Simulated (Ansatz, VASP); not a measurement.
## WSe2 in VASP and in Ansatz

```xyz
6
Lattice="3.2823 0.0000 0.0000 -1.6411 2.8425 0.0000 0.0000 0.0000 45.5261" Properties=species:S:1:pos:R:3 pbc="T T T"
Se    0.0000    1.8950   17.8759
Se    0.0000    1.8950   21.2453
Se    1.6411    0.9475   24.2808
Se    1.6411    0.9475   27.6502
W     1.6411    0.9475   19.5609
W     0.0000    1.8950   25.9652
```

Alike in both runs: functional PBE; dispersion D3(BJ); k mesh 9 × 9 × 1; occupations gaussian, width 0.02 eV; no spin polarisation.

Ansatz relaxed the structure, and its values are those at the end. VASP's run is a single point on that final structure, the one shown.

|  | VASP | Ansatz |
| --- | --- | --- |
| version | VASP 6.6.1 | Ansatz 0.2.0 |
| potentials or method | VASP PAW PBE potentials, release 64 (Se, W_sv), cutoff 520 eV | scalar-relativistic, plane waves, PAW |
| valence electrons in the cell | 52 | 92 |

```tsv
	VASP	Ansatz	Ansatz less VASP
gap on the k mesh at the Fermi level (eV)	1.37	1.38	+0.004
least direct gap on the mesh (eV)	1.62	1.62	+0.003
rms of the force components (eV/Å)	0.023	0.000	-0.0222
```

VASP's potentials hold 52 valence electrons a cell and Ansatz's 92, so a difference there can come from the potentials and not from the codes.

Neither program's run includes spin-orbit coupling.
